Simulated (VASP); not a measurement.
TiO2:

```
Ti O
1.0
     4.59685    0.00000    0.00000
     0.00000    4.59685    0.00000
     0.00000    0.00000    2.83535
Ti O
2 4
Direct
  0.00000 0.00000 0.00000
  0.50000 0.50000 0.50000
  0.30261 0.30261 0.00000
  0.19739 0.80261 0.50000
  0.80261 0.19739 0.50000
  0.69739 0.69739 0.00000
```

This cell differs from its parent crystal: uniaxial z strain -4.0%.

Base run:

```yaml
Program: VASP 6.6.1
Functional: r2SCAN
Potentials_or_basis: VASP PAW PBE potentials, release 64 (Ti_sv, O)
Cutoff: 520 eV
k_mesh: 6 × 6 × 8
Occupations: gaussian, width 0.01 eV
Spin: no spin polarisation
```

Its results: band gap on the k mesh 2.31 eV, direct; pressure 14.0 GPa; largest force 0.052 eV/Å.

Q: The run is repeated on the same cell with these changes: functional from r2SCAN to PBE; occupations from gaussian, width 0.01 eV to fermi-dirac, width 0.02 eV. What comes out?

A: Band gap on the k mesh 1.94 eV, direct; pressure 18.3 GPa; largest force 0.108 eV/Å.

Caveats: the PAW data sets were made with another functional, which shifts forces and pressure a little (some runs).

A k mesh can miss the band edges.
